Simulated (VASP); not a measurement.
# Bi (Pm-3m) in VASP: single point with LDA

Aim: the single point of Bi with LDA.

Program: VASP 6.6.1. These are calculated values, not measurements. Logs are shortened: lines on timing, memory, paths and dates and some standing lists are left out, and cuts for length are marked.

## (1) The cell of the first run

The structure is cubic, space group Pm-3m (No. 221). The conventional cell has a = 3.197 Å, b = 3.197 Å, c = 3.197 Å, α = 90.00°, β = 90.00°, γ = 90.00°. Bi (site symmetry m-3m) has 6 Bi at 3.20 Å within 4.2 Å.

This isn't the form of Bi at room conditions, which is rhombohedral.

## (2) Single point, LDA

INCAR reads:

```
SYSTEM = Bi
  ALGO = Normal
  EDIFF = 1E-6
  ENCUT = 500
  GGA = CA
  GGA_COMPAT = .False.
  ISIF = 2
  ISMEAR = -1
  LASPH = .True.
  LCHARG = .True.
  LELF = .True.
  LREAL = .False.
  LVHAR = .True.
  LWAVE = .False.
  NBANDS = 14
  NELM = 120
  PREC = Accurate
  SIGMA = 0.05
```

KPOINTS reads:

```
k-points
0
Gamma
  12 12 12
  0 0 0
```

POSCAR reads:

```
Bi
1.0
    3.1974865079      0.0000000000      0.0000000000
    0.0000000000      3.1974865079      0.0000000000
    0.0000000000      0.0000000000      3.1974865079
Bi
1
Direct
    0.0000000000      0.0000000000      0.0000000000
```

Potentials or basis: VASP PAW LDA potentials, release 64 (Bi_d).

Command:

```sh
$ cat potpaw_LDA.64/Bi_d/POTCAR > POTCAR
$ mpirun -np 1 vasp_std > vasp.out
```

OUTCAR:

```text
SYSTEM = Bi
   EDIFF = 1E-6
   ENCUT = 500
   GGA = CA
   ISIF = 2
   ISMEAR = -1
   LASPH = .True.
   LREAL = .False.
   NELM = 120
   PREC = Accurate

 ion  position               nearest neighbor table
   1  0.000  0.000  0.000-

  LATTYP: Found a simple cubic cell.
 ALAT       =     3.1974865079

  Lattice vectors:

 A1 = (   3.1974865079,   0.0000000000,   0.0000000000)
 A2 = (   0.0000000000,   3.1974865079,   0.0000000000)
 A3 = (   0.0000000000,   0.0000000000,   3.1974865079)

Analysis of symmetry for initial positions (statically):
=====================================================================
 Subroutine PRICEL returns:
 Original cell was already a primitive cell.

 Routine SETGRP: Setting up the symmetry group for a
 simple cubic supercell.

 Subroutine GETGRP returns: Found 48 space group operations
 (whereof 48 operations were pure point group operations)
 out of a pool of 48 trial point group operations.

The static configuration has the point symmetry O_h .

Analysis of symmetry for dynamics (positions and initial velocities):
=====================================================================
 Subroutine PRICEL returns:
 Original cell was already a primitive cell.

 Routine SETGRP: Setting up the symmetry group for a
 simple cubic supercell.

 Subroutine GETGRP returns: Found 48 space group operations
 (whereof 48 operations were pure point group operations)
 out of a pool of 48 trial point group operations.

The dynamic configuration has the point symmetry O_h .

 Subroutine INISYM returns: Found 48 space group operations
 (whereof 48 operations are pure point group operations),
 and found     1 'primitive' translations

----------------------------------------------------------------------------------------

                                     Primitive cell

  volume of cell :      32.6908

  direct lattice vectors                    reciprocal lattice vectors
     3.197486508  0.000000000  0.000000000     0.312745651  0.000000000  0.000000000
     0.000000000  3.197486508  0.000000000     0.000000000  0.312745651  0.000000000
     0.000000000  0.000000000  3.197486508     0.000000000  0.000000000  0.312745651

  length of vectors
     3.197486508  3.197486508  3.197486508     0.312745651  0.312745651  0.312745651

  position of ions in fractional coordinates (direct lattice)
     0.000000000  0.000000000  0.000000000

  ion indices of the primitive-cell ions
   primitive index   ion index
                 1           1

----------------------------------------------------------------------------------------

 KPOINTS: k-points

Automatic generation of k-mesh.
 Grid dimensions read from file:
 generate k-points for:   12   12   12

 Generating k-lattice:

  Cartesian coordinates                     Fractional coordinates (reciprocal lattice)
     0.026062138  0.000000000  0.000000000     0.083333333  0.000000000  0.000000000
     0.000000000  0.026062138  0.000000000     0.000000000  0.083333333  0.000000000
     0.000000000  0.000000000  0.026062138     0.000000000  0.000000000  0.083333333

  Length of vectors
     0.026062138  0.026062138  0.026062138

  Shift w.r.t. Gamma in fractional coordinates (k-lattice)
     0.000000000  0.000000000  0.000000000

 Subroutine IBZKPT returns following result:
 ===========================================

 Found     84 irreducible k-points:

 Following reciprocal coordinates:
            Coordinates               Weight
  0.000000  0.000000  0.000000      1.000000
  0.083333  0.000000  0.000000      6.000000
  0.166667  0.000000  0.000000      6.000000
  0.250000  0.000000  0.000000      6.000000
  0.333333  0.000000  0.000000      6.000000
  0.416667  0.000000  0.000000      6.000000
[... 16 lines left out ...]
  0.333333  0.333333  0.000000     12.000000
  0.416667  0.333333  0.000000     24.000000
 [... further k-points ...]
   k-points           NKPTS =     84   k-points in BZ     NKDIM =     84   number of bands    NBANDS=     14
   number of dos      NEDOS =    301   number of ions     NIONS =      1
   total plane-waves  NPLWV =  13824
   dimension x,y,z NGX =    24 NGY =   24 NGZ =   24
   dimension x,y,z NGXF=    48 NGYF=   48 NGZF=   48
   ions per type =               1
   NGX,Y,Z   is equivalent  to a cutoff of  12.48, 12.48, 12.48 a.u.
   NGXF,Y,Z  is equivalent  to a cutoff of  24.96, 24.96, 24.96 a.u.
 SYSTEM =  Bi
   PREC   = accura    normal or accurate (medium, high low for compatibility)
   ISTART =      0    job   : 0-new  1-cont  2-samecut
   ICHARG =      2    charge: 1-file 2-atom 10-const
   ISPIN  =      1    spin polarized calculation?
   LNONCOLLINEAR =      F non collinear calculations
   LSORBIT =      F    spin-orbit coupling
   LASPH  =      T    aspherical Exc in radial PAW
   ENCUT  =  500.0 eV  36.75 Ry    6.06 a.u.   5.83  5.83  5.83*2*pi/ulx,y,z
   NELM   =    120;   NELMIN=  2; NELMDL= -5     # of ELM steps
   EDIFF  = 0.1E-05   stopping-criterion for ELM
   LREAL  =      F    real-space projection
   EDIFFG = 0.1E-04   stopping-criterion for IOM
   NSW    =      0    number of steps for IOM
   IBRION =     -1    ionic relax: 0-MD 1-quasi-New 2-CG
   NFREE  =      0    steps in history (QN), initial steepest desc. (CG)
   ISIF   =      2    stress and relaxation
   ISYM   =      2    0-nonsym 1-usesym 2-fastsym
   POTIM  = 0.5000    time-step for ionic-motion
   TEBEG  =    0.0;   TEEND  =   0.0 temperature during run
   PSTRESS=    0.0 pullay stress
   NELECT =      15.0000    total number of electrons
   NUPDOWN=      -1.0000    fix difference up-down
   EMIN   =  10.00;   EMAX   =-10.00  energy-range for DOS
   EFERMI =   0.00;   METHOD = LEGACY
   ISMEAR =    -1;   SIGMA  =   0.05  broadening in eV -4-tet -1-fermi 0-gaus
   EFERMI_NEDOS =   21; number of points for ismear=-14 and -15
   IALGO  =     38    algorithm
   IMIX   =      4    mixing-type and parameters
     AMIX     =   0.40;   BMIX     =  1.00
     AMIX_MAG =   1.60;   BMIX_MAG =  1.00
  volume/ion in A,a.u.               =      32.69       220.61
  Fermi-wavevector in a.u.,A,eV,Ry     =   1.262689  2.386137 21.692918  1.594384
  Thomas-Fermi vector in A             =   2.396085
   LORBIT       =      0    0 simple, 1 ext, 2 COOP (PROOUT), +10 PAW based schemes
   GGA     = CA    functional components
   LHFCALC =     F    Hartree Fock is set to
   AEXX    =    0.0000 exact exchange contribution
   IVDW    =     0    specifies the selected vdW correction
   LEPSILON=     F    determine dielectric tensor
   LRPA    =     F    only Hartree local field effects (RPA)
 non-spin polarized calculation
  energy-cutoff  :      500.00
  volume of cell :       32.69
 maximum number of plane-waves:       852
 NGX is ok and might be reduce to    24
   NGX = 11   NGY = 11   NGZ = 11

 number of electron      15.0000014 magnetization

 Free energy of the ion-electron system (eV)
  ---------------------------------------------------
  ext. energy  EPLUGINS =         0.00000000
  ---------------------------------------------------
  free energy    TOTEN  =        -4.53188654 eV

  energy without entropy =       -4.52657537  energy(sigma->0) =       -4.52923095

 E-fermi :   6.9946     XC(G=0): -10.1681

 val. band max:        6.9923076377   @ k =   0.4167   0.2500   0.0833
 cond. band min:       7.0862221627   @ k =   0.1667   0.0833   0.0000
 fundamental gap:      0.0939145250
 Fermi energy:         6.9945883023

 k-point     1 :       0.0000    0.0000    0.0000
  band No.  band energies     occupation
      1     -16.0430      2.00000
      2     -16.0430      2.00000
      3     -15.6572      2.00000
      4     -15.6572      2.00000
      5     -15.6572      2.00000
      6      -6.5256      2.00000
      7      10.1739      0.00000
      8      10.1739      0.00000
      9      10.1739      0.00000
     10      13.5551      0.00000
     11      14.9725      0.00000
     12      14.9725      0.00000
     13      24.0273      0.00000
     14      24.0273      0.00000

 k-point     2 :       0.0833    0.0000    0.0000
  band No.  band energies     occupation
      1     -16.0419      2.00000
      2     -16.0219      2.00000
      3     -15.6640      2.00000
      4     -15.6640      2.00000
      5     -15.6567      2.00000
      6      -6.4338      2.00000
      7       8.9936      0.00000
      8      10.2774      0.00000
      9      10.2774      0.00000
     10      13.9605      0.00000
     11      15.0392      0.00000
     12      15.9840      0.00000
     13      23.3989      0.00000
     14      23.8520      0.00000

 k-point     3 :       0.1667    0.0000    0.0000
  band No.  band energies     occupation
      1     -16.0388      2.00000
      2     -15.9643      2.00000
      3     -15.6823      2.00000
      4     -15.6823      2.00000
      5     -15.6552      2.00000
      6      -6.1628      2.00000
      7       6.9891      1.05452
      8      10.5757      0.00000
      9      10.5757      0.00000
     10      14.3204      0.00000
     11      15.2404      0.00000
     12      18.3409      0.00000
     13      22.1276      0.00000
     14      23.0595      0.00000
[... 324 lines left out ...]
 k-point    23 :       0.3333    0.3333    0.0000
  band No.  band energies     occupation
      1     -15.9152      2.00000
      2     -15.8239      2.00000
      3     -15.7251      2.00000
      4     -15.7237      2.00000
      5     -15.6607      2.00000
      6      -3.8843      2.00000
      7       4.6743      2.00000
      8       4.6975      2.00000
      9      12.3671      0.00000
     10      12.9893      0.00000
     11      16.9067      0.00000
     12      19.8848      0.00000
     13      21.2647      0.00000
     14      22.0210      0.00000

 k-point    24 :       0.4167    0.3333    0.0000
  band No.  band energies     occupation
      1     -15.9025      2.00000
      2     -15.8460      2.00000
      3     -15.7421      2.00000
      4     -15.7225      2.00000
      5     -15.6092      2.00000
      6      -3.3831      2.00000
      7       3.4530      2.00000
      8       5.1650      2.00000
      9      11.3393      0.00000
     10      13.4627      0.00000
     11      17.5584      0.00000
     12      19.1963      0.00000
     13      20.7171      0.00000
     14      22.0237      0.00000

 [... further k-points ...]

------------------------ aborting loop because EDIFF is reached ----------------------------------------

  FORCE on cell =-STRESS in cart. coord.  units (eV):
  Direction    XX          YY          ZZ          XY          YZ          ZX
  --------------------------------------------------------------------------------------
  -------------------------------------------------------------------------------------
  Total        0.0288463      0.0288463      0.0288463      0.0000000     -0.0000000      0.0000000
  in kB        1.4137539      1.4137539      1.4137539      0.0000000     -0.0000000      0.0000000
  external PRESSURE =       1.4137539 kB  Pullay stress =       0.0000000 kB

 VOLUME and BASIS-vectors are now :
 -----------------------------------------------------------------------------
  energy-cutoff  :      500.00
  volume of cell :       32.69
      direct lattice vectors                 reciprocal lattice vectors
     3.197486508  0.000000000  0.000000000     0.312745651  0.000000000  0.000000000
     0.000000000  3.197486508  0.000000000     0.000000000  0.312745651  0.000000000
     0.000000000  0.000000000  3.197486508     0.000000000  0.000000000  0.312745651

 POSITION                                       TOTAL-FORCE (eV/Angst)
 -----------------------------------------------------------------------------------
      0.00000      0.00000      0.00000         0.000000      0.000000      0.000000
 -----------------------------------------------------------------------------------
    total drift:                                0.000000     -0.000000      0.000000

  FREE ENERGIE OF THE ION-ELECTRON SYSTEM (eV)
  ---------------------------------------------------
  free  energy   TOTEN  =        -4.5318865367 eV

  energy  without entropy=       -4.5265753658  energy(sigma->0) =       -4.52923095
```

It took 23 s on 1 thread of Intel Xeon 8259CL, shared host; peak memory 0.15 GiB.

Results:

| Item | Value |
| --- | --- |
| Free energy | -4.5319 eV |
| Pressure | 0.1 GPa |
| Band gap on the k mesh | zero (an odd number of electrons rules out a gap without spin polarisation) |

Levels at points of the mesh, in eV from the Fermi level:
```tsv
k point	band 5	band 6	band 7	band 8	band 9	band 10	band 11	band 12
(0.00, 0.00, 0.00)	-22.65	-13.52	3.18	3.18	3.18	6.56	7.98	7.98
(0.50, 0.00, 0.00)	-22.64	-11.46	-5.33	5.20	5.20	9.76	10.33	10.35
(0.50, 0.50, 0.00)	-22.52	-9.42	-3.36	-3.36	2.59	7.33	12.01	12.01
(0.50, 0.50, 0.50)	-22.51	-7.33	-1.51	-1.51	-1.51	5.36	5.36	5.36
```

Caveat: spin-orbit coupling is left out, which moves the levels of the heavy elements.
